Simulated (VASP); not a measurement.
# YHg (Pm-3m) in VASP: single point with LDA

Aim: the single point of YHg with LDA.

Everything below comes from runs of VASP 6.6.1. Logs are shortened: lines on timing, memory, paths and dates and some standing lists are left out, and cuts for length are marked.

## (1) The cell of the first run

Symmetry: Pm-3m, No. 221, cubic system. The conventional cell has a = 3.680 Å, b = 3.680 Å, c = 3.680 Å, α = 90.00°, β = 90.00°, γ = 90.00°. Within 4.2 Å of Y (site symmetry m-3m) lie 8 Hg at 3.19 Å and 6 Y at 3.68 Å. Hg (site symmetry m-3m) has 8 Y at 3.19 Å and 6 Hg at 3.68 Å within 4.2 Å.

## (2) Single point, LDA, collinear spin

POSCAR

```
YHg
1.0
    3.6800000000      0.0000000000      0.0000000000
    0.0000000000      3.6800000000      0.0000000000
    0.0000000000      0.0000000000      3.6800000000
Y Hg
1 1
Direct
    0.5000000000      0.5000000000      0.5000000000
    0.0000000000      0.0000000000      0.0000000000
```

INCAR.step1

```
PREC = Accurate
ENCUT = 400
EDIFF = 1E-6
ISMEAR = -1
SIGMA = 0.08
LREAL = False
LASPH = True
NELM = 200
ALGO = Normal
ISIF = 2
LWAVE = False
LCHARG = True
ISPIN = 2
MAGMOM = 0.6 0
LMAXMIX = 4
GGA = CA
NBANDS = 22
GGA_COMPAT = False
NEDOS = 2001
LORBIT = 11
```

KPOINTS.step1

```
regular mesh
0
Gamma
  9 9 9
```

INCAR.step2

```
PREC = Accurate
ENCUT = 400
EDIFF = 1E-6
ISMEAR = -5
SIGMA = 0.08
LREAL = False
LASPH = True
NELM = 200
ALGO = Normal
ISIF = 2
LWAVE = False
LCHARG = False
ISPIN = 2
MAGMOM = 0.6 0
LORBIT = 11
LMAXMIX = 4
GGA = CA
NBANDS = 22
NEDOS = 2001
ICHARG = 11
GGA_COMPAT = False
```

KPOINTS.step2

```
regular mesh
0
Gamma
  14 14 14
```

Potentials or basis: VASP PAW LDA potentials, release 64 (Y_sv, Hg).

Started as:

```console
$ cat potpaw_LDA.64/Y_sv/POTCAR potpaw_LDA.64/Hg/POTCAR > POTCAR
$ cp INCAR.step1 INCAR
$ cp KPOINTS.step1 KPOINTS
$ mpirun -np 1 vasp_std > vasp.out
$ cp INCAR.step2 INCAR
$ cp KPOINTS.step2 KPOINTS
$ mpirun -np 1 vasp_std > vasp.out
```

OUTCAR:

```text
PREC = Accurate
   ENCUT = 400
   EDIFF = 1E-6
   ISMEAR = -5
   LREAL = False
   LASPH = True
   NELM = 200
   ISIF = 2
   ISPIN = 2
   LORBIT = 11
   GGA = CA
   ICHARG = 11

 ion  position               nearest neighbor table
   1  0.500  0.500  0.500-   2 3.19   2 3.19   2 3.19   2 3.19   2 3.19   2 3.19   2 3.19   2 3.19

   2  0.000  0.000  0.000-   1 3.19   1 3.19   1 3.19   1 3.19   1 3.19   1 3.19   1 3.19   1 3.19

  LATTYP: Found a simple cubic cell.
 ALAT       =     3.6800000000

  Lattice vectors:

 A1 = (   3.6800000000,   0.0000000000,   0.0000000000)
 A2 = (   0.0000000000,   3.6800000000,   0.0000000000)
 A3 = (   0.0000000000,   0.0000000000,   3.6800000000)

Analysis of symmetry for initial positions (statically):
=====================================================================
 Subroutine PRICEL returns:
 Original cell was already a primitive cell.

 Routine SETGRP: Setting up the symmetry group for a
 simple cubic supercell.

 Subroutine GETGRP returns: Found 48 space group operations
 (whereof 48 operations were pure point group operations)
 out of a pool of 48 trial point group operations.

The static configuration has the point symmetry O_h .

Analysis of symmetry for dynamics (positions and initial velocities):
=====================================================================
 Subroutine PRICEL returns:
 Original cell was already a primitive cell.

 Routine SETGRP: Setting up the symmetry group for a
 simple cubic supercell.

 Subroutine GETGRP returns: Found 48 space group operations
 (whereof 48 operations were pure point group operations)
 out of a pool of 48 trial point group operations.

The dynamic configuration has the point symmetry O_h .

Analysis of structural, dynamic, and magnetic symmetry:
=====================================================================
 Subroutine PRICEL returns:
 Original cell was already a primitive cell.

 Routine SETGRP: Setting up the symmetry group for a
 simple cubic supercell.

 Subroutine GETGRP returns: Found 48 space group operations
 (whereof 48 operations were pure point group operations)
 out of a pool of 48 trial point group operations.

The overall configuration has the point symmetry O_h .

 Subroutine INISYM returns: Found 48 space group operations
 (whereof 48 operations are pure point group operations),
 and found     1 'primitive' translations

----------------------------------------------------------------------------------------

                                     Primitive cell

  volume of cell :      49.8360

  direct lattice vectors                    reciprocal lattice vectors
     3.680000000  0.000000000  0.000000000     0.271739130  0.000000000  0.000000000
     0.000000000  3.680000000  0.000000000     0.000000000  0.271739130  0.000000000
     0.000000000  0.000000000  3.680000000     0.000000000  0.000000000  0.271739130

  length of vectors
     3.680000000  3.680000000  3.680000000     0.271739130  0.271739130  0.271739130

  position of ions in fractional coordinates (direct lattice)
     0.500000000  0.500000000  0.500000000
     0.000000000  0.000000000  0.000000000

  ion indices of the primitive-cell ions
   primitive index   ion index
                 1           1
                 2           2

----------------------------------------------------------------------------------------

 KPOINTS: regular mesh

Automatic generation of k-mesh.
 Grid dimensions read from file:
 generate k-points for:   14   14   14

 Generating k-lattice:

  Cartesian coordinates                     Fractional coordinates (reciprocal lattice)
     0.019409938  0.000000000  0.000000000     0.071428571  0.000000000  0.000000000
     0.000000000  0.019409938  0.000000000     0.000000000  0.071428571  0.000000000
     0.000000000  0.000000000  0.019409938     0.000000000  0.000000000  0.071428571

  Length of vectors
     0.019409938  0.019409938  0.019409938

  Shift w.r.t. Gamma in fractional coordinates (k-lattice)
     0.000000000  0.000000000  0.000000000

 TETIRR: Found   1360 inequivalent tetrahedra from    16464

 Subroutine IBZKPT returns following result:
 ===========================================

 Found    120 irreducible k-points:

 Following reciprocal coordinates:
            Coordinates               Weight
  0.000000  0.000000  0.000000      1.000000
  0.071429  0.000000  0.000000      6.000000
  0.142857  0.000000  0.000000      6.000000
  0.214286  0.000000  0.000000      6.000000
  0.285714  0.000000  0.000000      6.000000
  0.357143  0.000000  0.000000      6.000000
[... 16 lines left out ...]
  0.285714  0.214286  0.000000     24.000000
  0.357143  0.214286  0.000000     24.000000
 [... further k-points ...]
   k-points           NKPTS =    120   k-points in BZ     NKDIM =    120   number of bands    NBANDS=     22
   number of dos      NEDOS =   2001   number of ions     NIONS =      2
   total plane-waves  NPLWV =  13824
   dimension x,y,z NGX =    24 NGY =   24 NGZ =   24
   dimension x,y,z NGXF=    48 NGYF=   48 NGZF=   48
   ions per type =               1   1
   NGX,Y,Z   is equivalent  to a cutoff of  10.84, 10.84, 10.84 a.u.
   NGXF,Y,Z  is equivalent  to a cutoff of  21.68, 21.68, 21.68 a.u.
 SYSTEM =  unknown system
   PREC   = accura    normal or accurate (medium, high low for compatibility)
   ISTART =      0    job   : 0-new  1-cont  2-samecut
   ICHARG =     11    charge: 1-file 2-atom 10-const
   ISPIN  =      2    spin polarized calculation?
   LNONCOLLINEAR =      F non collinear calculations
   LSORBIT =      F    spin-orbit coupling
   LASPH  =      T    aspherical Exc in radial PAW
   ENCUT  =  400.0 eV  29.40 Ry    5.42 a.u.   6.00  6.00  6.00*2*pi/ulx,y,z
   NELM   =    200;   NELMIN=  2; NELMDL=  0     # of ELM steps
   EDIFF  = 0.1E-05   stopping-criterion for ELM
   LREAL  =      F    real-space projection
   EDIFFG = 0.1E-04   stopping-criterion for IOM
   NSW    =      0    number of steps for IOM
   IBRION =     -1    ionic relax: 0-MD 1-quasi-New 2-CG
   NFREE  =      0    steps in history (QN), initial steepest desc. (CG)
   ISIF   =      2    stress and relaxation
   ISYM   =      2    0-nonsym 1-usesym 2-fastsym
   POTIM  = 0.5000    time-step for ionic-motion
   TEBEG  =    0.0;   TEEND  =   0.0 temperature during run
   PSTRESS=    0.0 pullay stress
   NELECT =      23.0000    total number of electrons
   NUPDOWN=      -1.0000    fix difference up-down
   EMIN   =  10.00;   EMAX   =-10.00  energy-range for DOS
   EFERMI =   0.00;   METHOD = LEGACY
   ISMEAR =    -5;   SIGMA  =   0.08  broadening in eV -4-tet -1-fermi 0-gaus
   EFERMI_NEDOS =   21; number of points for ismear=-14 and -15
   IALGO  =     38    algorithm
   IMIX   =      4    mixing-type and parameters
     AMIX     =   0.40;   BMIX     =  1.00
     AMIX_MAG =   1.60;   BMIX_MAG =  1.00
  volume/ion in A,a.u.               =      24.92       168.16
  Fermi-wavevector in a.u.,A,eV,Ry     =   1.265133  2.390755 21.776972  1.600562
  Thomas-Fermi vector in A             =   2.398402
   LORBIT       =     11    0 simple, 1 ext, 2 COOP (PROOUT), +10 PAW based schemes
   GGA     = CA    functional components
   LHFCALC =     F    Hartree Fock is set to
   AEXX    =    0.0000 exact exchange contribution
   IVDW    =     0    specifies the selected vdW correction
   LEPSILON=     F    determine dielectric tensor
   LRPA    =     F    only Hartree local field effects (RPA)
 spin polarized calculation
 Fermi weights with tetrahedron method with Bloechl corrections
  energy-cutoff  :      400.00
  volume of cell :       49.84
 maximum number of plane-waves:       925

 number of electron      22.9999989 magnetization      -0.0000955

 Free energy of the ion-electron system (eV)
  ---------------------------------------------------
  ext. energy  EPLUGINS =         0.00000000
  ---------------------------------------------------
  free energy    TOTEN  =        -9.18584326 eV

  energy without entropy =       -9.18584326  energy(sigma->0) =       -9.18584326

 E-fermi :   3.8786     XC(G=0): -10.8745

 val. band max:        3.9008398579   @ k =   0.4286   0.2857   0.0714
 cond. band min:       3.8592712007   @ k =   0.5000   0.0000   0.0000
 fundamental gap:     -0.0415686572
 Fermi energy:         3.8786167395

 spin component 1

 k-point     1 :       0.0000    0.0000    0.0000
  band No.  band energies     occupation
      1     -39.0600      1.00000
      2     -19.0635      1.00000
      3     -19.0635      1.00000
      4     -19.0635      1.00000
      5      -4.1503      1.00000
      6      -3.9254      1.00000
[... 14 lines left out ...]
     21      16.3942      0.00000
     22      16.3943      0.00000

 k-point     2 :       0.0714    0.0000    0.0000
  band No.  band energies     occupation
      1     -39.0591      1.00000
      2     -19.0772      1.00000
      3     -19.0626      1.00000
      4     -19.0626      1.00000
      5      -4.0779      1.00000
      6      -3.9178      1.00000
[... 14 lines left out ...]
     21      16.5171      0.00000
     22      16.5172      0.00000

 k-point     3 :       0.1429    0.0000    0.0000
  band No.  band energies     occupation
      1     -39.0568      1.00000
      2     -19.1154      1.00000
      3     -19.0601      1.00000
      4     -19.0601      1.00000
      5      -3.9106      1.00000
      6      -3.8964      1.00000
[... 14 lines left out ...]
     21      16.8591      0.00000
     22      16.8594      0.00000
[... 476 lines left out ...]
 k-point    23 :       0.2857    0.2143    0.0000
  band No.  band energies     occupation
      1     -39.0432      1.00000
      2     -19.2163      1.00000
      3     -19.1505      1.00000
      4     -19.0432      1.00000
      5      -3.7783      1.00000
      6      -3.6177      1.00000
[... 14 lines left out ...]
     21      16.1099      0.00000
     22      17.8098      0.00000

 k-point    24 :       0.3571    0.2143    0.0000
  band No.  band energies     occupation
      1     -39.0399      1.00000
      2     -19.2666      1.00000
      3     -19.1450      1.00000
      4     -19.0389      1.00000
      5      -3.7584      1.00000
      6      -3.6509      1.00000
[... 14 lines left out ...]
     21      16.4241      0.00000
     22      16.9909      0.00000

 [... further k-points ...]

 spin component 2

 k-point     1 :       0.0000    0.0000    0.0000
  band No.  band energies     occupation
      1     -39.0602      1.00000
      2     -19.0636      1.00000
      3     -19.0636      1.00000
      4     -19.0636      1.00000
      5      -4.1503      1.00000
      6      -3.9254      1.00000
[... 14 lines left out ...]
     21      16.3942      0.00000
     22      16.3943      0.00000

 k-point     2 :       0.0714    0.0000    0.0000
  band No.  band energies     occupation
      1     -39.0593      1.00000
      2     -19.0773      1.00000
      3     -19.0627      1.00000
      4     -19.0627      1.00000
      5      -4.0780      1.00000
      6      -3.9178      1.00000
[... 14 lines left out ...]
     21      16.5172      0.00000
     22      16.5173      0.00000

 k-point     3 :       0.1429    0.0000    0.0000
  band No.  band energies     occupation
      1     -39.0569      1.00000
      2     -19.1156      1.00000
      3     -19.0602      1.00000
      4     -19.0602      1.00000
      5      -3.9106      1.00000
      6      -3.8964      1.00000
[... 14 lines left out ...]
     21      16.8591      0.00000
     22      16.8591      0.00000
[... 476 lines left out ...]
 k-point    23 :       0.2857    0.2143    0.0000
  band No.  band energies     occupation
      1     -39.0434      1.00000
      2     -19.2164      1.00000
      3     -19.1507      1.00000
      4     -19.0434      1.00000
      5      -3.7783      1.00000
      6      -3.6177      1.00000
[... 14 lines left out ...]
     21      16.1099      0.00000
     22      17.8084      0.00000

 k-point    24 :       0.3571    0.2143    0.0000
  band No.  band energies     occupation
      1     -39.0400      1.00000
      2     -19.2667      1.00000
      3     -19.1451      1.00000
      4     -19.0390      1.00000
      5      -3.7584      1.00000
      6      -3.6510      1.00000
[... 14 lines left out ...]
     21      16.4241      0.00000
     22      16.9883      0.00000

 [... further k-points ...]
[... 5 lines left out ...]
  --------------------------------------------------------------------------------------
  -------------------------------------------------------------------------------------
  Total       -0.9254001     -0.9254001     -0.9254001     -0.0000000     -0.0000000      0.0000000
  in kB      -29.7506636    -29.7506636    -29.7506636     -0.0000000     -0.0000000      0.0000000
  external PRESSURE =     -29.7506636 kB  Pullay stress =       0.0000000 kB

 VOLUME and BASIS-vectors are now :
 -----------------------------------------------------------------------------
  energy-cutoff  :      400.00
  volume of cell :       49.84
      direct lattice vectors                 reciprocal lattice vectors
     3.680000000  0.000000000  0.000000000     0.271739130  0.000000000  0.000000000
     0.000000000  3.680000000  0.000000000     0.000000000  0.271739130  0.000000000
     0.000000000  0.000000000  3.680000000     0.000000000  0.000000000  0.271739130

 POSITION                                       TOTAL-FORCE (eV/Angst)
 -----------------------------------------------------------------------------------
      1.84000      1.84000      1.84000         0.000000      0.000000      0.000000
      0.00000      0.00000      0.00000         0.000000      0.000000      0.000000
 -----------------------------------------------------------------------------------
    total drift:                                0.000000      0.000000     -0.000000

  FREE ENERGIE OF THE ION-ELECTRON SYSTEM (eV)
  ---------------------------------------------------
  free  energy   TOTEN  =        -9.1858432574 eV

  energy  without entropy=       -9.1858432574  energy(sigma->0) =       -9.18584326

 total charge

# of ion       s       p       d       f       tot
--------------------------------------------------
    1        2.224   6.323   0.881   0.022   9.450
    2        0.894   0.511   9.211   0.000  10.616
--------------------------------------------------
tot          3.118   6.834  10.092   0.022  20.066

 magnetization (x)

# of ion       s       p       d       f       tot
--------------------------------------------------
    1       -0.000  -0.000  -0.000  -0.000  -0.000
    2        0.000  -0.000   0.000   0.000  -0.000
--------------------------------------------------
tot         -0.000  -0.000  -0.000  -0.000  -0.000
```

It took 55 s on 1 thread of Intel Xeon Platinum 8559C (Emerald Rapids), shared host; peak memory 0.26 GiB.

What came out:

```
Net moment                                            : 0.00 μB per cell
Valence electrons inside the program's atomic spheres : Y 9.45; Hg 10.62
```

Caveat: spin-orbit coupling is left out, which moves the levels of the heavy elements; tetrahedron occupations give inexact forces and stress in metals.
